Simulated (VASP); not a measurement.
A run of VASP 6.6.1:

INCAR

```
  PREC = Accurate
  ENCUT = 520
  EDIFF = 1E-6
  ISMEAR = 1
  SIGMA = 0.21
  LREAL = F
  LASPH = T
  NELM = 100
  ALGO = Normal
  ISIF = 2
  LWAVE = F
  LCHARG = F
  GGA = PE
  NBANDS = 11
```

The input KPOINTS:

```
Automatic mesh
0
Gamma
  15 15 15
```

POSCAR

```
Pt
1.0
    0.0000000000      1.9785200000      1.9785200000
    1.9785200000      0.0000000000      1.9785200000
    1.9785200000      1.9785200000      0.0000000000
Pt
1
Direct
    0.0000000000      0.0000000000      0.0000000000
```

Potentials or basis: VASP PAW PBE potentials, release 64 (Pt).

Run with:

```bash
$ cat potpaw_PBE.64/Pt/POTCAR > POTCAR
$ mpirun -np 1 vasp_std > vasp.out
```

Hardware: 1 thread of Intel Xeon 6975P-C, on a shared host.

**Question.** How long does it take, and how much memory?

**Answer.** Wall time 14 s on 1 thread of Intel Xeon 6975P-C (shared host), peak memory 0.15 GiB. Counts: scf iterations 11, k points 120.
